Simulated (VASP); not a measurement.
Write the native input for VASP 6.6.1 that does the following.

| Item | Value |
| --- | --- |
| Task | single point |
| Functional | r2SCAN |
| Potentials or basis | VASP PAW PBE potentials, release 64 (Cu, Ni) |
| Cutoff | 520 eV |
| k mesh | 18 × 18 × 2 |
| Occupations | gaussian, width 0.1 eV |
| Spin | no spin polarisation |
| Dipole correction | no |
| Further INCAR settings | ALGO = Normal; EDIFF = 1e-06; NBANDS = 64 |

The system is Cu3Ni2.

```
CELL_PARAMETERS angstrom
2.51688 0.00000 0.00000
-1.25844 2.17969 0.00000
0.00000 0.00000 20.88194
ATOMIC_POSITIONS crystal
Cu 0.00000 0.00000 0.00000
Cu 0.33333 0.66667 0.69898
Cu 0.33333 0.66667 0.89784
Cu 0.33333 0.66667 0.10216
Cu 0.33333 0.66667 0.30101
Cu 0.33333 0.66667 0.50000
Ni 0.00000 0.00000 0.59952
Ni 0.00000 0.00000 0.79862
Ni 0.00000 0.00000 0.20138
Ni 0.00000 0.00000 0.40048
```

One way to write it, as run:

POSCAR

```
Cu3Ni2
1.0
    2.5168841179      0.0000000289      0.0000000000
   -1.2584420840      2.1796855701      0.0000000000
    0.0000000000      0.0000000000     20.8819372000
Cu Ni
6 4
Direct
    0.0000000000      0.0000000000      0.0000000000
    0.3333333333      0.6666666667      0.6989850000
    0.3333333333      0.6666666667      0.8978380000
    0.3333333333      0.6666666667      0.1021620000
    0.3333333333      0.6666666667      0.3010150000
    0.3333333333      0.6666666667      0.5000000000
    0.0000000000      0.0000000000      0.5995150000
    0.0000000000      0.0000000000      0.7986200000
    0.0000000000      0.0000000000      0.2013800000
    0.0000000000      0.0000000000      0.4004850000
```

INCAR.step1

```
SYSTEM = Cu3Ni2
  PREC = Accurate
  ENCUT = 520
  ISMEAR = 0
  SIGMA = 0.1
  LREAL = .FALSE.
  LASPH = .TRUE.
  NELM = 100
  NBANDS = 64
  GGA = PE
  ALGO = Normal
  EDIFF = 1E-4
  LWAVE = .TRUE.
  LCHARG = .FALSE.
```

INCAR.step2

```
SYSTEM = Cu3Ni2
  PREC = Accurate
  ENCUT = 520
  EDIFF = 1E-6
  ISMEAR = 0
  SIGMA = 0.1
  LREAL = .FALSE.
  LASPH = .TRUE.
  NELM = 100
  ALGO = Normal
  ISIF = 2
  LWAVE = .FALSE.
  LCHARG = .FALSE.
  METAGGA = R2SCAN
  LMIXTAU = .TRUE.
  NBANDS = 64
  ISTART = 1
```

KPOINTS

```
Automatic mesh
0
G
  18 18 2
  0 0 0
```

Potentials or basis: VASP PAW PBE potentials, release 64 (Cu, Ni).

The run is started by

```sh
$ cat potpaw_PBE.64/Cu/POTCAR potpaw_PBE.64/Ni/POTCAR > POTCAR
$ cp INCAR.step1 INCAR
$ mpirun -np 1 vasp_std > vasp.out
$ cp INCAR.step2 INCAR
$ mpirun -np 1 vasp_std > vasp.out
```

Results of the run:

```json
{
 "Pressure": "-6.6 GPa",
 "Largest force": "0.033 eV/Å",
 "Band gap on the k mesh": "zero (band 53 reaches 12.12 eV, above the bottom of band 54 at 7.38 eV)"
}
```

Caveat: the PAW data sets were made with another functional, which shifts forces and pressure a little.

Wall time 30 min on 1 thread of Intel(R) Xeon(R) 6975P-C (Granite Rapids), on a shared host, peak memory 0.54 GiB.
